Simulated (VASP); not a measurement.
Wanted: the native input for a VASP 6.6.1 run.

* Task: single point
* Functional: PBE
* Potentials or basis: VASP PAW PBE potentials, release 64 (Ta_pv, Cd)
* Cutoff: 520 eV
* k mesh: 4 × 4 × 4
* Occupations: gaussian, width 0.1 eV
* Spin: no spin polarisation
* Dipole correction: no
* Further INCAR settings: ALGO = Normal; EDIFF = 1e-06; NBANDS = 36

The structure of Ta4Cd lies in POSCAR:

```
Ta4Cd
1.0
   -3.0469455873      3.0469455873      3.0469455873
    3.0469455873     -3.0469455873      3.0469455873
    3.0469455873      3.0469455873     -3.0469455873
Ta Cd
4 1
Direct
    0.0000000000      0.0000000000      0.5000000000
    0.0000000000      0.5000000000      0.0000000000
    0.5000000000      0.0000000000      0.0000000000
    0.5000000000      0.5000000000      0.5000000000
    0.0000000000      0.0000000000      0.0000000000
```

The cell was built from a structure type or drawn by symmetry, and may not be a known phase.

The input as run:

INCAR

```
  ALGO = Normal
  EDIFF = 1E-6
  ENCUT = 520
  GGA = PE
  ISIF = 2
  ISMEAR = 0
  LASPH = True
  LCHARG = False
  LREAL = False
  LWAVE = False
  NBANDS = 36
  NELM = 100
  PREC = Accurate
  SIGMA = 0.1
```

KPOINTS

```
k-points
0
Gamma
  4 4 4
```

Potentials or basis: VASP PAW PBE potentials, release 64 (Ta_pv, Cd).

Run with:

```sh
$ cat potpaw_PBE.64/Ta_pv/POTCAR potpaw_PBE.64/Cd/POTCAR > POTCAR
$ mpirun -np 1 vasp_std > vasp.out
```

Results of the run:

| Quantity | Value |
| --- | --- |
| Pressure | 0.5 GPa |
| Band gap on the k mesh | zero (bands 28 and 29 overlap by 1.64 eV) |

Caveat: the k points lie up to 0.36 Å⁻¹ apart, too coarse for converged energies and pressures of a metal; spin-orbit coupling is left out, which moves the levels of the heavy elements.

Run time: 64 s on 1 thread of Intel Xeon 8259CL, on a shared host, peak memory 0.25 GiB.
